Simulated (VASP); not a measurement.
The system is Ag2Pd.

```
Ag Pd
1.0
     5.60496    0.00000    0.00000
     0.00000    5.60496    0.00000
     0.00000    0.00000    3.61016
Ag Pd
4 2
Direct
  0.30600 0.30600 0.00000
  0.19400 0.80600 0.50000
  0.69400 0.69400 0.00000
  0.80600 0.19400 0.50000
  0.00000 0.00000 0.00000
  0.50000 0.50000 0.50000
```

```yaml
Program: VASP 6.6.1
Task: relaxation of cell and atoms
Functional: PBE
Potentials_or_basis: VASP PAW PBE potentials, release 64 (Ag, Pd)
Cutoff: 600 eV
k_mesh: 4 × 4 × 6
Occupations: gaussian, width 0.1 eV
Spin: no spin polarisation
```

At the start: pressure 31.0 GPa; volume 18.90 Å³/atom.

**Question.** Where does the relaxation end?

**Answer.** Over 10 steps the energy falls by 475.6 meV/atom and the volume is 24.07 Å³/atom (+27.3 %); space group P4_2/mnm (No. 136, to 0.05 Å).

Step by step:
```tsv
step	energy change (eV)	largest force (eV/Å)	pressure (GPa)	volume (Å³)
1	0.0000	1.6259	31.03	113.42
2	-1.4903	0.6765	-6.49	184.42
3	-2.6047	0.4729	-0.03	146.72
4	-2.6049	0.4569	0.57	146.00
5	-2.6343	0.1976	0.06	147.48
6	-2.6378	0.0773	-0.12	148.23
7	-2.6472	0.0844	-0.13	148.12
8	-2.6789	0.1071	-0.14	147.76
9	-2.7512	0.1413	-0.20	146.86
10	-2.8537	0.0330	-0.10	144.40
```

Final structure:
```
Ag Pd
1.0
     5.67253    0.00000    0.00000
     0.00000    5.67253    0.00000
     0.00000    0.00000    4.48746
Ag Pd
4 2
Direct
  0.32425 0.32425 0.00000
  0.17575 0.82425 0.50000
  0.67575 0.67575 0.00000
  0.82425 0.17575 0.50000
  0.00000 0.00000 0.00000
  0.50000 0.50000 0.50000
```

Caveat: the volume moved by over 15 % at a fixed basis, so the end points are rough.
